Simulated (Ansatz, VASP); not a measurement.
## Two plane-wave programs on In3CoTe4

```
In Te Co
1.0
     6.16000    0.00000    0.00000
     0.00000    6.16000    0.00000
     0.00000    0.00000    6.16000
In Te Co
3 4 1
Direct
  0.00000 0.00000 0.00000
  0.50000 0.00000 0.50000
  0.50000 0.50000 0.00000
  0.50000 0.00000 0.00000
  0.50000 0.50000 0.50000
  0.00000 0.00000 0.50000
  0.00000 0.50000 0.00000
  0.00000 0.50000 0.50000
```

Alike in both runs: task single point; functional PBE; k mesh 3 × 3 × 3; occupations fermi-dirac, width 0.02 eV; no spin polarisation; Hubbard terms Co d U = 3.6 eV.

```csv
,VASP,Ansatz
version,VASP 6.6.1,Ansatz 0.2.0
potentials or method,"VASP PAW PBE potentials, release 64 (In_d, Te, Co), cutoff 520 eV","PAW, plane waves, scalar-relativistic"
valence electrons in the cell,72,120
```

Ansatz gave:

| Quantity | Value |
| --- | --- |
| pressure (GPa) | -2.1 |

Estimate VASP's values.

pressure (GPa): -2.0.

The programs project onto different local orbitals, so the same U acts differently, and such runs can settle in different states. VASP's potentials hold 72 valence electrons a cell and Ansatz's 120, so a difference there can come from the potentials and not from the codes. Ansatz's warnings: filled band counts differ across k points.

Neither program's run includes spin-orbit coupling.
